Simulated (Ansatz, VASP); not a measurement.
Al in VASP and in Ansatz

The input INCAR:

```
SYSTEM = Al
  PREC = Accurate
  ENCUT = 500
  EDIFF = 1E-6
  ISMEAR = 0
  SIGMA = 0.015
  LREAL = .FALSE.
  LASPH = .TRUE.
  NELM = 120
  ALGO = Normal
  ISIF = 2
  LWAVE = .FALSE.
  LCHARG = .TRUE.
  GGA = PS
  LELF = .TRUE.
  LVHAR = .TRUE.
  NBANDS = 8
  GGA_COMPAT = .FALSE.
```

The input KPOINTS:

```
Automatic mesh
0
G
  10 10 10
  0 0 0
```

File POSCAR:

```
Al
1.0
   -1.5912186900      1.5912186900      1.5912186900
    1.5912186900     -1.5912186900      1.5912186900
    1.5912186900      1.5912186900     -1.5912186900
Al
1
Direct
    0.0000000000      0.0000000000      0.0000000000
```

Input for Ansatz:

```yaml
crystal:
  lattice:
    - [-1.59121869, 1.59121869, 1.59121869]
    - [1.59121869, -1.59121869, 1.59121869]
    - [1.59121869, 1.59121869, -1.59121869]
  atoms:
    - { symbol: Al, position: [0.0, 0.0, 0.0] }
basis:
  precision: f64
kpoints:
  mp_grid: { grid: [10, 10, 10] }
hamiltonian:
  xc: pbesol
scf:
  occupations: { method: gaussian, width: 0.015 }
output:
  forces: true
  stress: true
  eigenvalues: true
```

Alike in both runs: task single point; functional PBEsol; k mesh 10 × 10 × 10; occupations gaussian, width 0.015 eV; no spin polarisation.

```csv
,VASP,Ansatz
version,VASP 6.6.1,Ansatz 0.2.0
potentials or method,"VASP PAW PBE potentials, release 64 (Al)","scalar-relativistic, plane waves, PAW"
plane-wave cutoff (eV),500,420
valence electrons in the cell,3,3
```

Ansatz gave:

| Item | Value |
| --- | --- |
| gap on the k mesh at the Fermi level (eV) | none |
| pressure (GPa) | 2.7 |

Question: Which values does VASP return?

Answer: gap on the k mesh at the Fermi level (eV): none; pressure (GPa): 2.8.

VASP's potentials were made for PBE, not for PBEsol. A gap of «none» marks a metal or a gap that the smearing closes. With one functional, cell and mesh, what is left measures potentials, basis and numerics.
